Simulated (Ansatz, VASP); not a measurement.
One calculation of P, two programs

INCAR

```
SYSTEM = P
AGGAC    = 1.0          
AGGAX    = 1.0          
ALDAC    = 0.0          
ALDAX    = 1.0          
ALGO     = Normal         ! electronic algorithm
EDIFF    = 1E-7           ! SCF threshold, eV
ENCUT    = 520            ! plane-wave cutoff, eV
GGA      = B5             ! functional
ISIF     = 2              ! what is computed and relaxed
ISMEAR   = -1             ! smearing method
LASPH    = .True.         ! aspherical terms in the spheres
LCHARG   = .False.        ! write CHGCAR
LREAL    = .False.        ! projectors in reciprocal space
LWAVE    = .False.        ! write WAVECAR
NBANDS   = 18             ! bands
NELM     = 100            ! most SCF steps
PREC     = Accurate       ! precision mode
SIGMA    = 0.05           ! smearing width, eV
```

The input KPOINTS:

```
k-points
0
Gamma
  9 9 6
  0 0 0
```

POSCAR

```
P
1.0
    1.7055586759     -8.8034681697      0.0000000000
    1.7055586759      8.8034681697      0.0000000000
    0.0000000000      0.0000000000      4.9246198073
P
4
Direct
    0.0607075126      0.9392924874      0.9043653908
    0.5607075126      0.4392924874      0.5956346092
    0.9392924874      0.0607075126      0.0956346092
    0.4392924874      0.5607075126      0.4043653908
```

Input for Ansatz:

```yaml
crystal:
  lattice:
    - [1.7055586759, -8.8034681697, 0.0]
    - [1.7055586759, 8.8034681697, 0.0]
    - [0.0, 0.0, 4.9246198073]
  atoms:
    - { symbol: P, position: [0.0607075126, 0.9392924874, 0.9043653908] }
    - { symbol: P, position: [0.5607075126, 0.4392924874, 0.5956346092] }
    - { symbol: P, position: [0.9392924874, 0.0607075126, 0.0956346092] }
    - { symbol: P, position: [0.4392924874, 0.5607075126, 0.4043653908] }
hamiltonian:
  xc: blyp
  pseudopotentials:
    kind: paw
    azcp:
      P: "pseudopotentials/P.paw.azcp"
basis:
  ecutwfc: 420
  fft_grid_basis: typed
kpoints:
  mp_grid: { grid: [9, 9, 6], shift: [0, 0, 0] }
magnetization:
  spin_polarized: false
scf:
  occupations: { method: fermi_dirac, width: 0.05 }
output:
  stress: true
```

Alike in both runs: task single point; functional BLYP; k mesh 9 × 9 × 6; occupations fermi-dirac, width 0.05 eV; no spin polarisation.

|  | VASP | Ansatz |
| --- | --- | --- |
| version | VASP 6.6.1 | Ansatz 0.2.0 |
| potentials or method | VASP PAW PBE potentials, release 64 (P), cutoff 520 eV | plane waves (420 eV) with PAW, scalar-relativistic |
| valence electrons in the cell | 20 | 20 |

|  | VASP | Ansatz | Ansatz less VASP |
| --- | --- | --- | --- |
| pressure (GPa) | -1.4 | -1.3 | +0.07 |
| traceless stress, the component that is largest in VASP (GPa) | 0.51 | 0.51 | -0.002 |

VASP's potentials were made for PBE, not for BLYP.
